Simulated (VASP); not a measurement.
# Mg (P6_3/mmc) in VASP: a series of runs, part 2 of 2

VASP 6.6.1.

## 3. Single point, SVWN5

This run uses another cell than the first one, of 22.31 Å³/atom, 0.980 times its volume.

File INCAR:

```
PREC = Accurate
ENCUT = 520
EDIFF = 1E-6
ISMEAR = -1
SIGMA = 0.05
LREAL = False
LASPH = True
NELM = 80
ALGO = Fast
ISIF = 2
LWAVE = False
LCHARG = False
GGA = VW
NBANDS = 9
```

File KPOINTS:

```
regular mesh
0
Gamma
  10 10 5
```

File POSCAR:

```
Mg
1.0
    3.1659257641      0.0000000000      0.0000000000
   -1.5829628820      2.7417721382      0.0000000000
    0.0000000000      0.0000000000      5.1398819084
Mg
2
Direct
    0.6666666667      0.3333333333      0.7500000000
    0.3333333333      0.6666666667      0.2500000000
```

Potentials or basis: VASP PAW PBE potentials, release 64 (Mg).

Launch:

```bash
$ cat potpaw_PBE.64/Mg/POTCAR > POTCAR
$ mpirun -np 1 vasp_std > vasp.out
```

OUTCAR:

```text
PREC = Accurate
   ENCUT = 520
   EDIFF = 1E-6
   ISMEAR = -1
   LREAL = False
   LASPH = True
   NELM = 80
   ISIF = 2
   GGA = VW

 ion  position               nearest neighbor table
   1  0.667  0.333  0.750-   2 3.15   2 3.15   2 3.15   2 3.15   2 3.15   2 3.15
   2  0.333  0.667  0.250-   1 3.15   1 3.15   1 3.15   1 3.15   1 3.15   1 3.15

  LATTYP: Found a hexagonal cell.
 ALAT       =     3.1659257641
 C/A-ratio  =     1.6235004518

  Lattice vectors:

 A1 = (   3.1659257641,   0.0000000000,   0.0000000000)
 A2 = (  -1.5829628820,   2.7417721382,   0.0000000000)
 A3 = (   0.0000000000,   0.0000000000,   5.1398819084)

Analysis of symmetry for initial positions (statically):
=====================================================================
 Subroutine PRICEL returns:
 Original cell was already a primitive cell.

 Routine SETGRP: Setting up the symmetry group for a
 hexagonal supercell.

 Subroutine GETGRP returns: Found 24 space group operations
 (whereof 12 operations were pure point group operations)
 out of a pool of 24 trial point group operations.

The static configuration has the point symmetry D_3d.
 The point group associated with its full space group is D_6h.

Analysis of symmetry for dynamics (positions and initial velocities):
=====================================================================
 Subroutine PRICEL returns:
 Original cell was already a primitive cell.

 Routine SETGRP: Setting up the symmetry group for a
 hexagonal supercell.

 Subroutine GETGRP returns: Found 24 space group operations
 (whereof 12 operations were pure point group operations)
 out of a pool of 24 trial point group operations.

The dynamic configuration has the point symmetry D_3d.
 The point group associated with its full space group is D_6h.

[... 119 lines left out ...]
  volume/ion in A,a.u.               =      22.31       150.54
  Fermi-wavevector in a.u.,A,eV,Ry     =   0.732712  1.384624  7.304510  0.536866
  Thomas-Fermi vector in A             =   1.825242
   LORBIT       =      0    0 simple, 1 ext, 2 COOP (PROOUT), +10 PAW based schemes
   GGA     = VW    functional components
   LHFCALC =     F    Hartree Fock is set to
   AEXX    =    0.0000 exact exchange contribution
   IVDW    =     0    specifies the selected vdW correction
   LEPSILON=     F    determine dielectric tensor
   LRPA    =     F    only Hartree local field effects (RPA)
 non-spin polarized calculation
 RMM-DIIS sequential band-by-band and
  energy-cutoff  :      520.00
  volume of cell :       44.62
 maximum number of plane-waves:      1214
 NGX is ok and might be reduce to    24
   NGX = 11   NGY = 11   NGZ = 19

 number of electron       4.0000000 magnetization

 Free energy of the ion-electron system (eV)
  ---------------------------------------------------
  ext. energy  EPLUGINS =         0.00000000
  ---------------------------------------------------
  free energy    TOTEN  =        -3.52576410 eV

  energy without entropy =       -3.51398405  energy(sigma->0) =       -3.51987407

 E-fermi :   2.6292     XC(G=0):  -8.7562

 val. band max:        2.5813288416   @ k =   0.4000   0.1000   0.4000
 cond. band min:       2.6448211000   @ k =   0.2000   0.1000   0.0000
 fundamental gap:      0.0634922585
 Fermi energy:         2.6292281955

 k-point     1 :       0.0000    0.0000    0.0000
  band No.  band energies     occupation
      1      -4.4441      2.00000
      2       0.9070      2.00000
      3       1.3282      2.00000
      4      13.6662      0.00000
      5      13.6662      0.00000
      6      13.7797      0.00000
      7      13.7797      0.00000
      8      14.5837      0.00000
      9      16.2486      0.00000
[... 265 lines left out ...]
 k-point    24 :       0.4000    0.1000    0.2000
  band No.  band energies     occupation
      1      -0.1091      2.00000
      2       1.7336      2.00000
      3       3.2138      0.00002
      4       4.9824      0.00000
      5       6.9590      0.00000
      6       7.9702      0.00000
      7       9.4964      0.00000
      8      10.7874      0.00000
      9      13.2934      0.00000

 [... further k-points ...]

------------------------ aborting loop because EDIFF is reached ----------------------------------------

  FORCE on cell =-STRESS in cart. coord.  units (eV):
  Direction    XX          YY          ZZ          XY          YZ          ZX
  --------------------------------------------------------------------------------------
  -------------------------------------------------------------------------------------
  Total       -0.3998033     -0.3998033     -0.0583588     -0.0000000     -0.0000000      0.0000000
  in kB      -14.3572645    -14.3572645     -2.0957130     -0.0000000     -0.0000000      0.0000000
  external PRESSURE =     -10.2700806 kB  Pullay stress =       0.0000000 kB

 VOLUME and BASIS-vectors are now :
 -----------------------------------------------------------------------------
  energy-cutoff  :      520.00
  volume of cell :       44.62
      direct lattice vectors                 reciprocal lattice vectors
     3.165925764  0.000000000  0.000000000     0.315863376  0.182363805  0.000000000
    -1.582962882  2.741772138  0.000000000     0.000000000  0.364727610  0.000000000
     0.000000000  0.000000000  5.139881908     0.000000000  0.000000000  0.194556999

 POSITION                                       TOTAL-FORCE (eV/Angst)
 -----------------------------------------------------------------------------------
      1.58296      0.91392      3.85491         0.000000      0.000000      0.000000
     -0.00000      1.82785      1.28497        -0.000000     -0.000000      0.000000
 -----------------------------------------------------------------------------------
    total drift:                                0.000000     -0.000000      0.000000

  FREE ENERGIE OF THE ION-ELECTRON SYSTEM (eV)
  ---------------------------------------------------
  free  energy   TOTEN  =        -3.5257640978 eV

  energy  without entropy=       -3.5139840471  energy(sigma->0) =       -3.51987407
```

stdout:

```text
POSCAR found type information on POSCAR Mg
 POSCAR found :  1 types and       2 ions
 scaLAPACK will be used
 -----------------------------------------------------------------------------
|                                                                             |
|                                                                             |
|     You enforced a specific xc type in the INCAR file but a different       |
|     I HOPE YOU KNOW WHAT YOU ARE DOING!                                     |
|                                                                             |
 -----------------------------------------------------------------------------

 LDA part: xc-table for (Slater(with rela. corr.)+VWN5), standard interpolation
 POSCAR, INCAR and KPOINTS ok, starting setup
 FFT: planning ... GRIDC
 FFT: planning ... GRID_SOFT
 FFT: planning ... GRID
 WAVECAR not read
 entering main loop
```

Run time: 4.4 s. Hardware: 1 thread of Intel Xeon 6975P-C (Granite Rapids), shared host; peak memory 0.14 GiB.

Results:

| Property | Result |
| --- | --- |
| Free energy | -3.5258 eV |
| Pressure | -1.0 GPa |
| Band gap on the k mesh | zero (band 2 reaches 3.28 eV, above the bottom of band 3 at 1.33 eV) |

Stress tensor (GPa, compression positive):
```
-1.44  0.00  0.00
 0.00 -1.44  0.00
 0.00  0.00 -0.21
```

Caveat: the PAW data sets were made with another functional, which shifts forces and pressure a little.
